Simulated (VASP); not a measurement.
# SiC (R3m) in VASP: notebook

The runs below take SiC through single point, with PBE.

Everything below comes from runs of VASP 6.6.1. Logs are shortened: lines on timing, memory, paths and dates and some standing lists are left out, and cuts for length are marked.

**1. The cell of the first run**

The structure is trigonal, space group R3m (No. 160). Conventional cell: a = 3.206 Å, b = 3.206 Å, c = 7.248 Å, α = 90.00°, β = 90.00°, γ = 120.00°. Si (site symmetry 3m) has 4 C at 1.81 to 1.95 Å within 2.4 Å. Within 2.4 Å of C (site symmetry 3m) lie 4 Si at 1.81 to 1.95 Å.

**2. Single point, PBE**

INCAR reads:

```
ALGO = Normal
EDIFF = 1E-6
ENCUT = 520
GGA = PE
ISIF = 2
ISMEAR = 0
LASPH = True
LCHARG = True
LELF = True
LREAL = False
LVHAR = True
LWAVE = False
NBANDS = 11
NELM = 100
PREC = Accurate
SIGMA = 0.05
```

KPOINTS reads:

```
k-points
0
Gamma
  12 12 12
```

POSCAR reads:

```
SiC
1.0
    0.0000000000      2.2669536897      2.2669536897
    2.2669536897      0.0000000000      2.2669536897
    2.1505834003      2.1505834003      0.1163702894
Si C
1 1
Direct
    0.0000000000      0.0000000000      0.0000000000
    0.7500000000      0.7500000000      0.7500000000
```

Potentials or basis: VASP PAW PBE potentials, release 64 (Si, C).

Started as:

```console
$ cat potpaw_PBE.64/Si/POTCAR potpaw_PBE.64/C/POTCAR > POTCAR
$ mpirun -np 1 vasp_std > vasp.out
```

OUTCAR:

```text
EDIFF = 1E-6
   ENCUT = 520
   GGA = PE
   ISIF = 2
   ISMEAR = 0
   LASPH = True
   LREAL = False
   NELM = 100
   PREC = Accurate

 ion  position               nearest neighbor table
   1  0.000  0.000  0.000-   2 1.81   2 1.95   2 1.95   2 1.95
   2  0.750  0.750  0.750-   1 1.81   1 1.95   1 1.95   1 1.95

  LATTYP: Found a trigonal (rhomboedric) cell.
 ALAT       =     3.0436096937
 COS(alpha) =     0.4452371389

  Lattice vectors:

 A1 = (   2.1505834003,  -0.1163702894,  -2.1505834003)
 A2 = (  -0.1163702894,   2.1505834003,  -2.1505834003)
 A3 = (   2.1505834003,   2.1505834003,   0.1163702894)

Analysis of symmetry for initial positions (statically):
=====================================================================
 Subroutine PRICEL returns:
 Original cell was already a primitive cell.

 Routine SETGRP: Setting up the symmetry group for a
 trigonal (rhombohedral) supercell.

 Subroutine GETGRP returns: Found  6 space group operations
 (whereof  6 operations were pure point group operations)
 out of a pool of 12 trial point group operations.

The static configuration has the point symmetry C_3v.

Analysis of symmetry for dynamics (positions and initial velocities):
=====================================================================
 Subroutine PRICEL returns:
 Original cell was already a primitive cell.

 Routine SETGRP: Setting up the symmetry group for a
 trigonal (rhombohedral) supercell.

 Subroutine GETGRP returns: Found  6 space group operations
 (whereof  6 operations were pure point group operations)
 out of a pool of 12 trial point group operations.

The dynamic configuration has the point symmetry C_3v.

 Subroutine INISYM returns: Found  6 space group operations
 (whereof  6 operations are pure point group operations),
 and found     1 'primitive' translations

----------------------------------------------------------------------------------------

                                     Primitive cell

  volume of cell :      21.5060

  direct lattice vectors                    reciprocal lattice vectors
     0.000000000  2.266953690  2.266953690    -0.226693619  0.214426993  0.226693619
     2.266953690  0.000000000  2.266953690     0.214426993 -0.226693619  0.226693619
     2.150583400  2.150583400  0.116370289     0.238960245  0.238960245 -0.238960245

  length of vectors
     3.205956653  3.205956653  3.043609694     0.385692791  0.385692791  0.413891285

  position of ions in fractional coordinates (direct lattice)
     0.000000000  0.000000000  0.000000000
     0.750000000  0.750000000  0.750000000

  ion indices of the primitive-cell ions
   primitive index   ion index
                 1           1
                 2           2

----------------------------------------------------------------------------------------

 KPOINTS: k-points

Automatic generation of k-mesh.
 Grid dimensions read from file:
 generate k-points for:   12   12   12

 Generating k-lattice:

  Cartesian coordinates                     Fractional coordinates (reciprocal lattice)
    -0.018891135  0.017868916  0.018891135     0.083333333  0.000000000 -0.000000000
     0.017868916 -0.018891135  0.018891135     0.000000000  0.083333333 -0.000000000
     0.019913354  0.019913354 -0.019913354     0.000000000  0.000000000  0.083333333

  Length of vectors
     0.032141066  0.032141066  0.034490940

  Shift w.r.t. Gamma in fractional coordinates (k-lattice)
     0.000000000  0.000000000  0.000000000

 Subroutine IBZKPT returns following result:
 ===========================================

 Found    189 irreducible k-points:

 Following reciprocal coordinates:
            Coordinates               Weight
  0.000000  0.000000  0.000000      1.000000
  0.083333  0.000000 -0.000000      6.000000
  0.166667  0.000000 -0.000000      6.000000
  0.250000  0.000000  0.000000      6.000000
  0.333333  0.000000 -0.000000      6.000000
  0.416667  0.000000 -0.000000      6.000000
[... 16 lines left out ...]
  0.500000  0.166667  0.000000     12.000000
[... 46 lines left out ...]
      1      -7.4423      2.00000
      2       7.5582      2.00000
      3       7.5582      2.00000
      4       7.8777      2.00000
      5      12.8252      0.00000
      6      14.1631      0.00000
      7      14.1631      0.00000
      8      16.6529      0.00000
      9      22.0300      0.00000
     10      22.0300      0.00000
     11      23.5943      0.00000

 k-point     2 :       0.0833    0.0000   -0.0000
  band No.  band energies     occupation
      1      -7.3160      2.00000
      2       6.8031      2.00000
      3       7.4873      2.00000
      4       7.7679      2.00000
      5      13.1971      0.00000
      6      14.3247      0.00000
      7      14.3876      0.00000
      8      16.6966      0.00000
      9      21.2110      0.00000
     10      21.5433      0.00000
     11      23.8527      0.00000

 k-point     3 :       0.1667    0.0000   -0.0000
  band No.  band energies     occupation
      1      -6.9414      2.00000
      2       5.1430      2.00000
      3       7.3124      2.00000
      4       7.5348      2.00000
      5      13.4835      0.00000
      6      14.6746      0.00000
      7      15.1036      0.00000
      8      16.8738      0.00000
      9      20.2862      0.00000
     10      21.0778      0.00000
     11      23.2389      0.00000

 k-point     4 :       0.2500    0.0000    0.0000
  band No.  band energies     occupation
      1      -6.3344      2.00000
      2       3.2673      2.00000
      3       7.1086      2.00000
      4       7.2622      2.00000
      5      13.3980      0.00000
      6      14.8743      0.00000
      7      15.7507      0.00000
      8      17.1249      0.00000
      9      20.1465      0.00000
     10      21.3727      0.00000
     11      22.7958      0.00000
[... 239 lines left out ...]
 k-point    22 :       0.4167    0.1667   -0.0000
  band No.  band energies     occupation
      1      -4.7720      2.00000
      2       1.1361      2.00000
      3       5.4974      2.00000
      4       6.1864      2.00000
      5      12.6760      0.00000
      6      15.0870      0.00000
      7      16.3232      0.00000
      8      17.1919      0.00000
      9      20.7492      0.00000
     10      24.5100      0.00000
     11      25.6362      0.00000

 k-point    23 :       0.5000    0.1667    0.0000
  band No.  band energies     occupation
      1      -4.0124      2.00000
      2      -0.0399      2.00000
      3       5.0479      2.00000
      4       6.2448      2.00000
      5      12.7699      0.00000
      6      15.1552      0.00000
      7      16.7631      0.00000
      8      17.4579      0.00000
      9      21.1130      0.00000
     10      24.6810      0.00000
     11      25.6911      0.00000

 k-point    24 :      -0.4167    0.1667   -0.0000
  band No.  band energies     occupation
      1      -3.9175      2.00000
      2      -0.1659      2.00000
      3       4.7052      2.00000
      4       6.4427      2.00000
      5      13.0510      0.00000
      6      15.0843      0.00000
      7      16.6148      0.00000
      8      18.2308      0.00000
      9      21.3743      0.00000
     10      23.4097      0.00000
     11      25.4208      0.00000

 [... further k-points ...]
[... 5 lines left out ...]
  --------------------------------------------------------------------------------------
  -------------------------------------------------------------------------------------
  Total       -0.3915977     -0.3915977     -0.3915977      1.8868645     -1.8868645     -1.8868645
  in kB      -29.1736694    -29.1736694    -29.1736694    140.5696786   -140.5696786   -140.5696786
  external PRESSURE =     -29.1736694 kB  Pullay stress =       0.0000000 kB

 VOLUME and BASIS-vectors are now :
 -----------------------------------------------------------------------------
  energy-cutoff  :      520.00
  volume of cell :       21.51
      direct lattice vectors                 reciprocal lattice vectors
     0.000000000  2.266953690  2.266953690    -0.226693619  0.214426993  0.226693619
     2.266953690  0.000000000  2.266953690     0.214426993 -0.226693619  0.226693619
     2.150583400  2.150583400  0.116370289     0.238960245  0.238960245 -0.238960245

 POSITION                                       TOTAL-FORCE (eV/Angst)
 -----------------------------------------------------------------------------------
      0.00000      0.00000      0.00000        -0.535126     -0.535126      0.535126
      3.31315      3.31315      3.48771         0.535126      0.535126     -0.535126
 -----------------------------------------------------------------------------------
    total drift:                                0.000069      0.000069     -0.000069

  FREE ENERGIE OF THE ION-ELECTRON SYSTEM (eV)
  ---------------------------------------------------
  free  energy   TOTEN  =       -14.9051759669 eV

  energy  without entropy=      -14.9051759669  energy(sigma->0) =      -14.90517597
```

It took 32 s on 1 thread of Intel Xeon 8259CL, shared host; peak memory 0.17 GiB.

Results:

| Quantity | Value |
| --- | --- |
| Free energy | -14.9052 eV |
| Pressure | -2.9 GPa |
| Largest force | 0.927 eV/Å |
| Band gap on the k mesh | 1.08 eV, indirect (least direct gap 3.94 eV) |

Forces in eV/Å, atoms in the order of the input:
```
Si  -0.535 -0.535  0.535
C    0.535  0.535 -0.535
```

Stress tensor (GPa, compression positive):
```
 -2.92  14.06 -14.06
 14.06  -2.92 -14.06
-14.06 -14.06  -2.92
```

Levels at points of the mesh, in eV from the valence-band top:
```tsv
k point	band 2	band 3	band 4	band 5	band 6	band 7
(0.00, 0.00, 0.00)	-0.32	-0.32	0.00	4.95	6.29	6.29
(0.50, 0.00, 0.00)	-8.56	-1.09	-1.06	5.13	6.55	7.72
(0.50, 0.50, 0.00)	-7.85	-3.71	-2.85	1.08	4.16	12.77
(0.00, 0.00, 0.50)	-8.37	-1.68	-1.68	3.81	6.25	6.25
```

A k mesh can miss the band edges. PBE gaps usually lie below the measured ones, often by a third to a half.

**3. Single point, PBE**

This run uses another cell than the first one, of 11.00 Å³/atom, 1.023 times its volume.

INCAR reads:

```
PREC = Accurate ; ENCUT = 520
EDIFF = 1E-6 ; ISMEAR = 0
SIGMA = 0.05 ; LREAL = F
LASPH = T ; NELM = 100
ALGO = Normal ; ISIF = 2
LWAVE = F ; LCHARG = F
GGA = PE ; NBANDS = 11
```

KPOINTS reads:

```
Automatic mesh
0
Gamma
  12 12 12
```

POSCAR reads:

```
SiC
1.0
    0.0000000000      2.2845260536      2.2845260536
    2.2845260536      0.0000000000      2.2845260536
    2.1672537162      2.1672537162      0.1172723374
Si C
1 1
Direct
    0.0000000000      0.0000000000      0.0000000000
    0.7500000000      0.7500000000      0.7500000000
```

Potentials or basis: VASP PAW PBE potentials, release 64 (Si, C).

Started as:

```console
$ cat potpaw_PBE.64/Si/POTCAR potpaw_PBE.64/C/POTCAR > POTCAR
$ mpirun -np 1 vasp_std > vasp.out
```

Run time: 50 s. Hardware: 1 thread of Intel Xeon 8259CL, shared host; peak memory 0.16 GiB.

The run converged. Its results:

```yaml
Free_energy: -14.8892 eV
Pressure: -7.3 GPa
Largest_force: 0.811 eV/Å
Band_gap_on_the_k_mesh: 1.12 eV, indirect (least direct gap 3.93 eV)
```

Forces on the atoms (eV/Å):
```
Si  -0.468 -0.468  0.468
C    0.468  0.468 -0.468
```

Stress tensor (GPa, compression positive):
```
 -7.27  13.18 -13.18
 13.18  -7.27 -13.18
-13.18 -13.18  -7.27
```

Levels at points of the mesh, in eV from the valence-band top:
```
           k point  band 1  band 2  band 3  band 4  band 5  band 6  band 7  band 8  band 9
(0.00, 0.00, 0.00)  -15.13   -0.30   -0.30    0.00    4.73    6.16    6.16    8.57   14.03
(0.50, 0.00, 0.00)  -11.98   -8.42   -1.07   -1.05    4.94    6.48    7.62    9.71   15.07
(0.50, 0.50, 0.00)  -10.41   -7.77   -3.64   -2.81    1.12    4.09   12.52   13.06   14.27
(0.00, 0.00, 0.50)  -11.19   -8.25   -1.65   -1.65    3.64    6.19    6.19    9.15   15.40
```

A k mesh can miss the band edges. As with any semilocal functional, this PBE gap is likely too small.

**4. Single point, PBE**

This run uses another cell than the first one, of 11.01 Å³/atom, 1.023 times its volume.

INCAR reads:

```
  ALGO = Normal
  EDIFF = 1E-7
  ENCUT = 520
  GGA = PE
  ISIF = 2
  ISMEAR = 0
  LASPH = True
  LCHARG = True
  LELF = True
  LREAL = False
  LVHAR = True
  LWAVE = False
  NBANDS = 11
  NELM = 80
  PREC = Accurate
  SIGMA = 0.05
```

KPOINTS reads:

```
k-points
0
Gamma
  12 12 12
```

POSCAR reads:

```
SiC
1.0
    0.0000000000      2.1656438864      2.1656438864
    2.1656438864      0.0000000000      2.1656438864
    2.2861980627      2.2861980627     -0.1205541763
Si C
1 1
Direct
    0.0000000000      0.0000000000      0.0000000000
    0.7500000000      0.7500000000      0.7500000000
```

Started as:

```console
$ cat potpaw_PBE.64/Si/POTCAR potpaw_PBE.64/C/POTCAR > POTCAR
$ mpirun -np 1 vasp_std > vasp.out
```

It took 66 s on 1 thread of Intel Xeon 8259CL, shared host; peak memory 0.17 GiB.

Results (log left out):

| Quantity | Value |
| --- | --- |
| Free energy | -14.8997 eV |
| Pressure | -7.4 GPa |
| Largest force | 0.224 eV/Å |
| Band gap on the k mesh | 1.16 eV, indirect (least direct gap 3.99 eV) |

Forces in eV/Å, atoms in the order of the input:
```
Si   0.129  0.129 -0.129
C   -0.129 -0.129  0.129
```

Stress tensor (GPa, compression positive):
```
 -7.44 -11.73  11.73
-11.73  -7.44  11.73
 11.73  11.73  -7.44
```

Levels at points of the mesh, in eV from the valence-band top:
```tsv
k point	band 2	band 3	band 4	band 5	band 6	band 7
(0.00, 0.00, 0.00)	-0.49	0.00	0.00	4.10	6.96	7.34
(0.50, 0.00, 0.00)	-8.33	-1.35	-1.28	4.21	6.21	7.20
(0.50, 0.50, 0.00)	-7.75	-3.55	-2.84	1.16	4.10	12.54
(0.00, 0.00, 0.50)	-8.43	-0.76	-0.76	5.85	7.45	7.45
```

A k mesh can miss the band edges. A hybrid or GW would open this gap; PBE tends to underestimate it.

**5. Single point, PBE**

This run uses another cell than the first one, of 10.00 Å³/atom, 0.930 times its volume.

INCAR reads:

```
PREC     = Accurate       # precision mode
ENCUT    = 520            # plane-wave cutoff, eV
EDIFF    = 1E-6           # SCF threshold, eV
ISMEAR   = 0              # smearing method
SIGMA    = 0.05           # smearing width, eV
LREAL    = False          # projectors in reciprocal space
LASPH    = True           # aspherical terms in the spheres
NELM     = 80             # most SCF steps
ALGO     = Normal         # electronic algorithm
ISIF     = 2              # what is computed and relaxed
LWAVE    = False          # write WAVECAR
LCHARG   = False          # write CHGCAR
GGA      = PE             # functional
NBANDS   = 11             # bands
```

KPOINTS reads:

```
regular mesh
0
Gamma
  12 12 12
```

POSCAR reads:

```
SiC
1.0
    0.0000000000      2.0973951471      2.0973951471
    2.0973951471      0.0000000000      2.0973951471
    2.2141501437      2.2141501437     -0.1167549965
Si C
1 1
Direct
    0.0000000000      0.0000000000      0.0000000000
    0.7500000000      0.7500000000      0.7500000000
```

Started as:

```console
$ cat potpaw_PBE.64/Si/POTCAR potpaw_PBE.64/C/POTCAR > POTCAR
$ mpirun -np 1 vasp_std > vasp.out
```

Wall time 55 s (1 thread of AMD EPYC 7R43 (Zen 3), shared host); peak memory 0.12 GiB.

It converged, with:

- Free energy: -14.8715 eV
- Pressure: 13.5 GPa
- Largest force: 0.640 eV/Å
- Band gap on the k mesh: 1.03 eV, indirect (least direct gap 4.04 eV)

Forces on the atoms (eV/Å):
```
Si   0.370  0.370 -0.370
C   -0.370 -0.370  0.370
```

Stress tensor (GPa, compression positive):
```
 13.47 -15.16  15.16
-15.16  13.47  15.16
 15.16  15.16  13.47
```

Levels at points of the mesh, in eV from the valence-band top:
```csv
k point,band 1,band 2,band 3,band 4,band 5,band 6,band 7,band 8,band 9
"(0.00, 0.00, 0.00)",-15.88,-0.60,0.00,0.00,4.79,7.87,8.03,8.03,14.59
"(0.50, 0.00, 0.00)",-11.97,-8.87,-1.44,-1.32,4.96,6.55,7.58,9.96,15.65
"(0.50, 0.50, 0.00)",-10.71,-8.08,-3.81,-3.01,1.03,4.41,13.63,14.04,15.64
"(0.00, 0.00, 0.50)",-12.82,-9.03,-0.78,-0.78,6.77,7.89,7.89,10.35,16.17
```

**6. Single point, PBE**

This run uses another cell than the first one, of 10.00 Å³/atom, 0.930 times its volume.

INCAR reads:

```
SYSTEM = SiC
PREC = Accurate
ENCUT = 520
EDIFF = 1E-6
ISMEAR = 0
SIGMA = 0.05
LREAL = .FALSE.
LASPH = .TRUE.
NELM = 60
ALGO = Normal
ISIF = 2
LWAVE = .FALSE.
LCHARG = .TRUE.
GGA = PE
LELF = .TRUE.
LVHAR = .TRUE.
NBANDS = 11
```

KPOINTS reads:

```
Automatic mesh
0
G
  12 12 12
  0 0 0
```

POSCAR reads:

```
SiC
1.0
    0.0000000000      2.2125308268      2.2125308268
    2.2125308268      0.0000000000      2.2125308268
    2.0989542444      2.0989542444      0.1135765824
Si C
1 1
Direct
    0.0000000000      0.0000000000      0.0000000000
    0.7500000000      0.7500000000      0.7500000000
```

Potentials or basis: VASP PAW PBE potentials, release 64 (Si, C).

Started as:

```console
$ cat potpaw_PBE.64/Si/POTCAR potpaw_PBE.64/C/POTCAR > POTCAR
$ mpirun -np 1 vasp_std > vasp.out
```

Wall time 48 s (1 thread of AMD EPYC 7R43 (Zen 3), shared host); peak memory 0.12 GiB.

It converged, with:

```yaml
Free_energy: -14.8586 eV
Pressure: 13.7 GPa
Largest_force: 1.329 eV/Å
Band_gap_on_the_k_mesh: 0.97 eV, indirect (least direct gap 3.97 eV)
```

Forces on the atoms (eV/Å):
```
Si  -0.767 -0.767  0.767
C    0.767  0.767 -0.767
```

Stress tensor (GPa, compression positive):
```
 13.68  17.12 -17.12
 17.12  13.68 -17.12
-17.12 -17.12  13.68
```

Levels at points of the mesh, in eV from the valence-band top:
```tsv
k point	band 1	band 2	band 3	band 4	band 5	band 6	band 7	band 8	band 9
(0.00, 0.00, 0.00)	-15.94	-0.39	-0.39	0.00	5.64	6.70	6.70	9.44	14.54
(0.50, 0.00, 0.00)	-12.45	-9.03	-1.16	-1.10	5.75	6.79	8.04	10.23	16.04
(0.50, 0.50, 0.00)	-10.77	-8.13	-3.93	-3.00	0.97	4.37	13.57	14.11	15.44
(0.00, 0.00, 0.50)	-11.61	-8.77	-1.78	-1.78	4.36	6.43	6.43	9.53	16.55
```

Caveat: forces of over 1 eV/Å act on the atoms, so gaps and moduli don't describe the material at rest. Expect the measured gap to be larger: semilocal functionals such as PBE lack the derivative discontinuity.

**7. Overview**

| cell | gap on the mesh (eV) | pressure (GPa) | largest force (eV/Å) |
| --- | --- | --- | --- |
| a = 3.206, b = 3.206, c = 3.044 Å, angles 58.2, 58.2, 60.0°, 2 atoms | 1.08 | -2.9 | 0.93 |
| a = 3.231, b = 3.231, c = 3.067 Å, angles 58.2, 58.2, 60.0°, 2 atoms | 1.12 | -7.3 | 0.81 |
| a = 3.063, b = 3.063, c = 3.235 Å, angles 61.8, 61.8, 60.0°, 2 atoms | 1.16 | -7.4 | 0.22 |
| a = 2.966, b = 2.966, c = 3.133 Å, angles 61.8, 61.8, 60.0°, 2 atoms | 1.03 | 13.5 | 0.64 |
| a = 3.129, b = 3.129, c = 2.971 Å, angles 58.2, 58.2, 60.0°, 2 atoms | 0.97 | 13.7 | 1.33 |

Alike in all rows: task single point; level PBE; potentials or basis VASP PAW PBE potentials, release 64 (Si, C); no spin polarisation; k mesh 12 × 12 × 12; cutoff (eV) 520; smearing gaussian 0.05 eV.

Caveats: forces of over 1 eV/Å act on the atoms, so gaps and moduli don't describe the material at rest (some runs).

Total energies depend on the potentials used, so only differences within one code and one set of settings carry meaning.
